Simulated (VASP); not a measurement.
A run of VASP 6.6.1 is set up as follows.

File INCAR:

```
SYSTEM = AlAu
PREC = Accurate
ENCUT = 520
EDIFF = 1E-8
ISMEAR = -1
SIGMA = 0.05
LREAL = .False.
LASPH = .True.
NELM = 60
ALGO = Normal
ISIF = 2
LWAVE = .False.
LCHARG = .False.
GGA = CA
LEFG = .True.
NBANDS = 14
```

Contents of KPOINTS:

```
regular mesh
0
Gamma
  11 11 11
  0 0 0
```

The input POSCAR:

```
AlAu
1.0
    3.2239420000      0.0000000000      0.0000000000
    0.0000000000      3.2239420000      0.0000000000
    0.0000000000      0.0000000000      3.2239420000
Al Au
1 1
Direct
    0.0000000000      0.0000000000      0.0000000000
    0.5000000000      0.5000000000      0.5000000000
```

Potentials or basis: VASP PAW LDA potentials, release 64 (Al, Au).

The run is started by

```sh
$ cat potpaw_LDA.64/Al/POTCAR potpaw_LDA.64/Au/POTCAR > POTCAR
$ mpirun -np 1 vasp_std > vasp.out
```

(1) Predict the pressure.

(2) What does it give for the band gap on the k mesh?

Answers

(1) -7.5 GPa.

(2) zero (band 7 reaches 12.17 eV, above the bottom of band 8 at 8.43 eV).

Caveat: without QUAD_EFG the Cq values of the log hold for a quadrupole moment of 1 mb, not for the nuclei; spin-orbit coupling is left out, which moves the levels of the heavy elements.
